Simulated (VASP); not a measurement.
# BiPt2 in VASP: single point with PBE

Aim: the single point of BiPt2 with PBE.

Program: VASP 6.6.1. These are calculated values, not measurements. Logs are shortened: lines on timing, memory, paths and dates and some standing lists are left out, and cuts for length are marked.

**1. The cell of the first run**

The typed cell holds 6 atoms: a = 3.924 Å, b = 3.924 Å, c = 8.456 Å, α = 90.00°, β = 90.00°, γ = 90.00°.

**2. Single point, PBE**

File INCAR:

```
PREC = Accurate
ENCUT = 520
EDIFF = 1E-6
ISMEAR = 0
SIGMA = 0.1
LREAL = False
LASPH = True
NELM = 80
ALGO = Fast
ISIF = 2
LWAVE = False
LCHARG = False
GGA = PE
NBANDS = 44
```

File KPOINTS:

```
regular mesh
0
Gamma
  4 4 4
```

File POSCAR:

```
BiPt2
1.0
    3.9237657993      0.0000000000      0.0000000000
    0.0000000000      3.9237657993      0.0000000000
    0.0000000000      0.0000000000      8.4557971326
Bi Pt
2 4
Direct
    0.0000000000      0.0000000000      0.0000000000
    0.5000000000      0.5000000000      0.5000000000
    0.0000000000      0.5000000000      0.2499713332
    0.0000000000      0.5000000000      0.7499713332
    0.5000000000      0.0000000000      0.2500286668
    0.5000000000      0.0000000000      0.7500286668
```

Potentials or basis: VASP PAW PBE potentials, release 64 (Bi_d, Pt).

The run is started by

```bash
> cat potpaw_PBE.64/Bi_d/POTCAR potpaw_PBE.64/Pt/POTCAR > POTCAR
> mpirun -np 1 vasp_std > vasp.out
```

OUTCAR:

```text
PREC = Accurate
   ENCUT = 520
   EDIFF = 1E-6
   ISMEAR = 0
   LREAL = False
   LASPH = True
   NELM = 80
   ISIF = 2
   GGA = PE

 ion  position               nearest neighbor table
   1  0.000  0.000  0.000-   3 2.88   6 2.88   3 2.88   6 2.88   5 2.88   4 2.88   5 2.88   4 2.88

   2  0.500  0.500  0.500-   4 2.88   5 2.88   5 2.88   4 2.88   3 2.88   6 2.88   3 2.88   6 2.88

   3  0.000  0.500  0.250-   5 2.77   5 2.77   5 2.77   5 2.77   1 2.88   1 2.88   2 2.88   2 2.88

   4  0.000  0.500  0.750-   6 2.77   6 2.77   6 2.77   6 2.77   2 2.88   2 2.88   1 2.88   1 2.88

   5  0.500  0.000  0.250-   3 2.77   3 2.77   3 2.77   3 2.77   2 2.88   2 2.88   1 2.88   1 2.88

   6  0.500  0.000  0.750-   4 2.77   4 2.77   4 2.77   4 2.77   1 2.88   1 2.88   2 2.88   2 2.88

  LATTYP: Found a simple tetragonal cell.
 ALAT       =     3.9237657993
 C/A-ratio  =     2.1550208563

  Lattice vectors:

 A1 = (   3.9237657993,   0.0000000000,   0.0000000000)
 A2 = (   0.0000000000,   3.9237657993,   0.0000000000)
 A3 = (   0.0000000000,   0.0000000000,   8.4557971326)

Analysis of symmetry for initial positions (statically):
=====================================================================
 Subroutine PRICEL returns:
 Original cell was already a primitive cell.

 Routine SETGRP: Setting up the symmetry group for a
 simple tetragonal supercell.

 Subroutine GETGRP returns: Found 16 space group operations
 (whereof  8 operations were pure point group operations)
 out of a pool of 16 trial point group operations.

The static configuration has the point symmetry D_2d.
 The point group associated with its full space group is D_4h.

Analysis of symmetry for dynamics (positions and initial velocities):
=====================================================================
 Subroutine PRICEL returns:
 Original cell was already a primitive cell.

 Routine SETGRP: Setting up the symmetry group for a
 simple tetragonal supercell.

 Subroutine GETGRP returns: Found 16 space group operations
 (whereof  8 operations were pure point group operations)
 out of a pool of 16 trial point group operations.

The dynamic configuration has the point symmetry D_2d.
 The point group associated with its full space group is D_4h.

[... 98 lines left out ...]
   NELM   =     80;   NELMIN=  2; NELMDL= -5     # of ELM steps
   EDIFF  = 0.1E-05   stopping-criterion for ELM
   LREAL  =      F    real-space projection
   EDIFFG = 0.1E-04   stopping-criterion for IOM
   NSW    =      0    number of steps for IOM
   IBRION =     -1    ionic relax: 0-MD 1-quasi-New 2-CG
   NFREE  =      0    steps in history (QN), initial steepest desc. (CG)
   ISIF   =      2    stress and relaxation
   ISYM   =      2    0-nonsym 1-usesym 2-fastsym
   POTIM  = 0.5000    time-step for ionic-motion
   TEBEG  =    0.0;   TEEND  =   0.0 temperature during run
   PSTRESS=    0.0 pullay stress
   NELECT =      70.0000    total number of electrons
   NUPDOWN=      -1.0000    fix difference up-down
   EMIN   =  10.00;   EMAX   =-10.00  energy-range for DOS
   EFERMI =   0.00;   METHOD = LEGACY
   ISMEAR =     0;   SIGMA  =   0.10  broadening in eV -4-tet -1-fermi 0-gaus
   EFERMI_NEDOS =   21; number of points for ismear=-14 and -15
   IALGO  =     68    algorithm
   IMIX   =      4    mixing-type and parameters
     AMIX     =   0.40;   BMIX     =  1.00
     AMIX_MAG =   1.60;   BMIX_MAG =  1.00
  volume/ion in A,a.u.               =      21.70       146.42
  Fermi-wavevector in a.u.,A,eV,Ry     =   1.331233  2.515665 24.111976  1.772180
  Thomas-Fermi vector in A             =   2.460259
   LORBIT       =      0    0 simple, 1 ext, 2 COOP (PROOUT), +10 PAW based schemes
   GGA     = PE    functional components
   LHFCALC =     F    Hartree Fock is set to
   AEXX    =    0.0000 exact exchange contribution
   IVDW    =     0    specifies the selected vdW correction
   LEPSILON=     F    determine dielectric tensor
   LRPA    =     F    only Hartree local field effects (RPA)
 non-spin polarized calculation
 RMM-DIIS sequential band-by-band and
 Gauss-broadening in eV      SIGMA  =   0.10
  energy-cutoff  :      520.00
  volume of cell :      130.18
 maximum number of plane-waves:      3526
 NGX is ok and might be reduce to    30
   NGX = 15   NGY = 15   NGZ = 31

 number of electron      70.0000005 magnetization

 Free energy of the ion-electron system (eV)
  ---------------------------------------------------
  ext. energy  EPLUGINS =         0.00000000
  ---------------------------------------------------
  free energy    TOTEN  =       -32.68702392 eV

  energy without entropy =      -32.67497978  energy(sigma->0) =      -32.68100185

 E-fermi :   8.1456     XC(G=0): -11.4124

 val. band max:        8.0927179802   @ k =   0.0000   0.0000   0.0000
 cond. band min:       8.2090400115   @ k =   0.5000   0.0000   0.5000
 fundamental gap:      0.1163220313
 Fermi energy:         8.1456412152

 k-point     1 :       0.0000    0.0000    0.0000
  band No.  band energies     occupation
      1     -14.6319      2.00000
      2     -14.6207      2.00000
      3     -14.5570      2.00000
      4     -14.5555      2.00000
      5     -14.5524      2.00000
      6     -14.5524      2.00000
[... 835 lines left out ...]
     43      12.2201      0.00000
     44      12.2201      0.00000

------------------------ aborting loop because EDIFF is reached ----------------------------------------

  FORCE on cell =-STRESS in cart. coord.  units (eV):
  Direction    XX          YY          ZZ          XY          YZ          ZX
  --------------------------------------------------------------------------------------
  -------------------------------------------------------------------------------------
  Total       -0.0986556     -0.0986556     -0.0280703      0.0000000      0.0000000      0.0000000
  in kB       -1.2141480     -1.2141480     -0.3454592      0.0000000      0.0000000      0.0000000
  external PRESSURE =      -0.9245851 kB  Pullay stress =       0.0000000 kB

 VOLUME and BASIS-vectors are now :
 -----------------------------------------------------------------------------
  energy-cutoff  :      520.00
  volume of cell :      130.18
      direct lattice vectors                 reciprocal lattice vectors
     3.923765799  0.000000000  0.000000000     0.254857209  0.000000000  0.000000000
     0.000000000  3.923765799  0.000000000     0.000000000  0.254857209  0.000000000
     0.000000000  0.000000000  8.455797133     0.000000000  0.000000000  0.118262061

 POSITION                                       TOTAL-FORCE (eV/Angst)
 -----------------------------------------------------------------------------------
      0.00000      0.00000      0.00000         0.000000      0.000000      0.000000
      1.96188      1.96188      4.22790         0.000000      0.000000      0.000000
      0.00000      1.96188      2.11371        -0.000000      0.000000      0.000133
      0.00000      1.96188      6.34161         0.000000     -0.000000      0.000133
      1.96188      0.00000      2.11419         0.000000     -0.000000     -0.000133
      1.96188      0.00000      6.34209         0.000000      0.000000     -0.000133
 -----------------------------------------------------------------------------------
    total drift:                                0.000000      0.000000      0.000000

  FREE ENERGIE OF THE ION-ELECTRON SYSTEM (eV)
  ---------------------------------------------------
  free  energy   TOTEN  =       -32.6870239213 eV

  energy  without entropy=      -32.6749797792  energy(sigma->0) =      -32.68100185
```

stdout:

```text
POSCAR found type information on POSCAR BiPt
 POSCAR found :  2 types and       6 ions
 scaLAPACK will be used
 LDA part: xc-table for (Slater+PW92), standard interpolation
 POSCAR, INCAR and KPOINTS ok, starting setup
 FFT: planning ... GRIDC
 FFT: planning ... GRID_SOFT
 FFT: planning ... GRID
 WAVECAR not read
 entering main loop
```

Run time: 56 s. Hardware: 1 thread of Intel Xeon Platinum 8559C (Emerald Rapids), shared host; peak memory 0.26 GiB.

Results:

```yaml
Free_energy: -32.6870 eV
Pressure: -0.1 GPa
Band_gap_on_the_k_mesh: zero (band 35 reaches 9.93 eV, above the bottom of band 36 at 7.09 eV)
```

Stress tensor (GPa, compression positive):
```
-0.12  0.00  0.00
 0.00 -0.12  0.00
 0.00  0.00 -0.03
```

Levels at points of the mesh, in eV from the Fermi level:
```csv
k point,band 32,band 33,band 34,band 35,band 36,band 37,band 38,band 39
"(0.00, 0.00, 0.00)",-0.05,0.16,0.56,0.56,1.21,1.22,4.01,4.01
"(0.50, 0.00, 0.00)",-1.80,-1.52,-1.52,-1.06,-1.06,2.86,2.86,3.28
"(0.50, 0.50, 0.00)",-0.92,-0.91,-0.91,-0.77,-0.77,1.88,1.88,2.36
"(0.00, 0.00, 0.50)",-0.06,1.21,1.21,1.78,1.78,1.78,1.78,2.82
"(0.50, 0.00, 0.50)",-1.79,-1.66,-1.66,0.06,0.06,1.15,1.15,3.35
"(0.50, 0.50, 0.50)",-0.94,-0.88,-0.88,0.72,0.72,0.72,0.72,2.98
```

Caveat: the k points lie up to 0.40 Å⁻¹ apart; spin-orbit coupling is left out, which moves the levels of the heavy elements.
